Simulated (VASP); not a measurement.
Set up this calculation in VASP 6.6.1, as the native input.

| Quantity | Value |
| --- | --- |
| Task | single point |
| Functional | PBE |
| Potentials or basis | VASP PAW PBE potentials, release 64 (Cu, Au) |
| Cutoff | 520 eV |
| k mesh | 14 × 14 × 10 |
| Occupations | gaussian, width 0.1 eV |
| Spin | no spin polarisation |
| Dipole correction | no |
| Further INCAR settings | ALGO = Fast; EDIFF = 1e-07; NBANDS = 18 |

The structure of CuAu lies in POSCAR:

```
CuAu
1.0
    2.6328960000      0.0000000000      0.0000000000
    0.0000000000      2.6328960000      0.0000000000
    0.0000000000      0.0000000000      3.6711744000
Cu Au
1 1
Direct
    0.5000000000      0.5000000000      0.4918256131
    0.0000000000      0.0000000000      0.0081743869
```

This cell differs from its parent crystal: strained and its atoms moved.

The input as run:

INCAR

```
PREC = Accurate ; ENCUT = 520
EDIFF = 1E-7 ; ISMEAR = 0
SIGMA = 0.1 ; LREAL = False
LASPH = True ; NELM = 80
ALGO = Fast ; ISIF = 2
LWAVE = False ; LCHARG = False
GGA = PE ; NBANDS = 18
```

KPOINTS

```
regular mesh
0
Gamma
  14 14 10
```

Potentials or basis: VASP PAW PBE potentials, release 64 (Cu, Au).

Run with:

```bash
$ cat potpaw_PBE.64/Cu/POTCAR potpaw_PBE.64/Au/POTCAR > POTCAR
$ mpirun -np 1 vasp_std > vasp.out
```

It gave:

* Pressure: 37.8 GPa
* Largest force: 0.770 eV/Å
* Band gap on the k mesh: zero (bands 11 and 12 overlap by 8.09 eV)

Caveat: the cell differs from its parent crystal (strained and its atoms moved); the cell stands under pressure; spin-orbit coupling is left out, which moves the levels of the heavy elements.

Wall time 3.6 min on 1 thread of Intel Xeon 8259CL, with other jobs on the host, peak memory 0.22 GiB.
